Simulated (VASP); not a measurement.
A run of VASP 6.6.1 is set up as follows.

File INCAR:

```
SYSTEM = InSb3
ALGO = Normal ; EDIFF = 1E-7
EDIFFG = -0.01 ; ENCUT = 500
GGA = PS ; GGA_COMPAT = .FALSE.
IBRION = 2 ; ISIF = 3
ISMEAR = 0 ; LASPH = .TRUE.
LCHARG = .FALSE. ; LREAL = .FALSE.
LWAVE = .FALSE. ; NELM = 120
NELMIN = 4 ; NSW = 80
PREC = Accurate ; PSTRESS = 200.0
SIGMA = 0.01
```

The input KPOINTS:

```
k-points
0
G
  5 5 5
  0 0 0
```

File POSCAR:

```
InSb3
1.0
    0.0000000000      3.8150000000      3.8150000000
    3.8150000000      0.0000000000      3.8150000000
    3.8150000000      3.8150000000      0.0000000000
In Sb
1 3
Direct
    0.0000000000      0.0000000000      0.0000000000
    0.5000000000      0.5000000000      0.5000000000
    0.2500000000      0.2500000000      0.2500000000
    0.7500000000      0.7500000000      0.7500000000
```

Potentials or basis: VASP PAW PBE potentials, release 64 (In_d, Sb).

Command:

```bash
$ cat potpaw_PBE.64/In_d/POTCAR potpaw_PBE.64/Sb/POTCAR > POTCAR
$ mpirun -np 1 vasp_std > vasp.out
```

Estimate the space group after relaxing (to 0.1 Å).

Fm-3m (No. 225).

What does it give for the relaxed cell?

a = 4.938 Å, b = 4.938 Å, c = 4.938 Å, α = 60.00°, β = 60.00°, γ = 60.00°.

What does it give for the relaxed volume?

21.28 Å³/atom.

Final structure:
```yaml
crystal:
  lattice:
    - [0.00000, 3.49142, 3.49142]
    - [3.49142, 0.00000, 3.49142]
    - [3.49142, 3.49142, 0.00000]
  atoms:
    - { symbol: In, position: [0.00000, 0.00000, 0.00000] }
    - { symbol: Sb, position: [0.50000, 0.50000, 0.50000] }
    - { symbol: Sb, position: [0.25000, 0.25000, 0.25000] }
    - { symbol: Sb, position: [0.75000, 0.75000, 0.75000] }
```

Caveat: the cell is relaxed towards a set pressure, so the run minimises the enthalpy, not the energy; the volume moved by over 15 % at a fixed basis, so the end points are rough; the highest band is partly filled, so the run has too few bands; the PAW data sets were made with another functional, which shifts forces and pressure a little.
